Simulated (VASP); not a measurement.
A run of VASP 6.6.1 is set up as follows.

INCAR

```
SYSTEM = Li
PREC     = Accurate       ! precision mode
ENCUT    = 520            ! plane-wave cutoff, eV
EDIFF    = 1E-6           ! SCF threshold, eV
ISMEAR   = -1             ! smearing method
SIGMA    = 0.16           ! smearing width, eV
LREAL    = Auto         
LASPH    = .True.         ! aspherical terms in the spheres
NELM     = 100            ! most SCF steps
ALGO     = Normal         ! electronic algorithm
ISIF     = 2              ! what is computed and relaxed
LWAVE    = .False.        ! write WAVECAR
LCHARG   = .False.        ! write CHGCAR
GGA      = PE             ! functional
NBANDS   = 38             ! bands
```

The input KPOINTS:

```
Automatic mesh
0
Gamma
  2 2 2
  0 0 0
```

Contents of POSCAR:

```
Li
1.0
    7.0944470000      0.0000000000      0.0000000000
    0.0000000000      7.0944470000      0.0000000000
    0.0000000000      0.0000000000      7.0944470000
Li
16
Direct
    0.0027627241     -0.0401017867      0.0384526095
    0.4331979645     -0.0829662974      0.0067376640
   -0.0072169120      0.3907281286      0.0927063096
    0.0023257627      0.0311370287      0.3868518575
    0.3093264352      0.2397086059      0.2179310100
    0.5669081748      0.4878463395     -0.0328425880
    0.4099685289     -0.0359858915      0.4518745436
    0.6830553530      0.1515692485      0.2015520026
    0.0036225516      0.5255800769      0.5995816164
    0.2395958416      0.6059246055      0.1630289154
    0.3025323891      0.3132872795      0.8065040165
    0.4151274934      0.5163756950      0.5009692792
    0.6003991573      0.6679026568      0.2364666337
    0.7052417193      0.2515488522      0.6338901397
    0.2316036754      0.7456254166      0.8273372118
    0.7012949706      0.7889550799      0.7428345014
```

Potentials or basis: VASP PAW PBE potentials, release 64 (Li_sv).

Command:

```console
$ cat potpaw_PBE.64/Li_sv/POTCAR > POTCAR
$ mpirun -np 1 vasp_std > vasp.out
```

(1) What does it give for the band gap on the k mesh?

(2) What does it give for the largest force?

## Answers

(1) zero (band 24 reaches 0.54 eV, above the bottom of band 25 at -0.08 eV).

(2) 1.156 eV/Å.

Caveat: the k points lie up to 0.44 Å⁻¹ apart; forces of over 1 eV/Å act on the atoms, so gaps and moduli don't describe the material at rest.
